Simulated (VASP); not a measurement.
A run of VASP 6.6.1 is set up as follows.

The input INCAR:

```
  PREC = Accurate
  ENCUT = 520
  EDIFF = 1E-6
  ISMEAR = -1
  SIGMA = 0.02
  LREAL = F
  LASPH = T
  NELM = 100
  ALGO = Normal
  ISIF = 2
  LWAVE = F
  LCHARG = F
  GGA = PE
  NBANDS = 11
```

Contents of KPOINTS:

```
Automatic mesh
0
Gamma
  10 10 10
```

Contents of POSCAR:

```
C
1.0
    0.0000000000      1.7833700000      1.7477026000
    1.7833700000      0.0000000000      1.7477026000
    1.7833700000      1.7833700000      0.0000000000
C
2
Direct
    0.0000000000      0.0000000000      0.0000000000
    0.2500000000      0.2500000000      0.2500000000
```

Potentials or basis: VASP PAW PBE potentials, release 64 (C).

Launch:

```console
$ cat potpaw_PBE.64/C/POTCAR > POTCAR
$ mpirun -np 1 vasp_std > vasp.out
```

**Question.** Estimate the band gap on the k mesh.

**Answer.** 3.68 eV, indirect (least direct gap 5.28 eV).

**Question.** What does it give for the pressure?

**Answer.** 11.8 GPa.

Stress tensor (GPa, compression positive):
```
 5.50  0.00  0.00
 0.00  5.50  0.00
 0.00  0.00 24.29
```

A k mesh can miss the band edges.
